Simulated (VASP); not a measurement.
Crystal: PbS.

```
Pb S
1.0
     3.65366    0.00000    0.00000
     0.00000    3.65366    0.00000
     0.00000    0.00000    3.65366
Pb S
1 1
Direct
  0.00000 0.00000 0.00000
  0.50000 0.50000 0.50000
```

| Item | Value |
| --- | --- |
| Program | VASP 6.6.1 |
| Task | relaxation of cell and atoms |
| Functional | revPBE |
| Dispersion | D3(BJ) |
| Potentials or basis | VASP PAW PBE potentials, release 64 (Pb_d, S) |
| Cutoff | 600 eV |
| k mesh | 7 × 7 × 7 |
| Occupations | fermi-dirac, width 0.05 eV |
| Spin | no spin polarisation |

At the start: pressure -2.9 GPa; volume 24.39 Å³/atom.

Problem. How do energy, volume and symmetry change on relaxing?

Solution. Over 3 steps the energy falls by 13.4 meV/atom and the volume is 22.99 Å³/atom (-5.7 %); space group Pm-3m (No. 221, to 0.05 Å).

The path:
```tsv
step	energy change (eV)	largest force (eV/Å)	pressure (GPa)	volume (Å³)
1	0.0000	0.0000	-2.94	48.77
2	-0.0265	0.0000	0.35	45.68
3	-0.0268	0.0000	-0.01	45.97
```

Final structure:
```yaml
crystal:
  lattice:
    - [3.58227, 0.00000, 0.00000]
    - [0.00000, 3.58227, 0.00000]
    - [0.00000, 0.00000, 3.58227]
  atoms:
    - { symbol: Pb, position: [0.00000, 0.00000, 0.00000] }
    - { symbol: S, position: [0.50000, 0.50000, 0.50000] }
```

Caveat: the PAW data sets were made with another functional, which shifts forces and pressure a little; pairwise dispersion overbinds metals, which lowers pressure and volume.
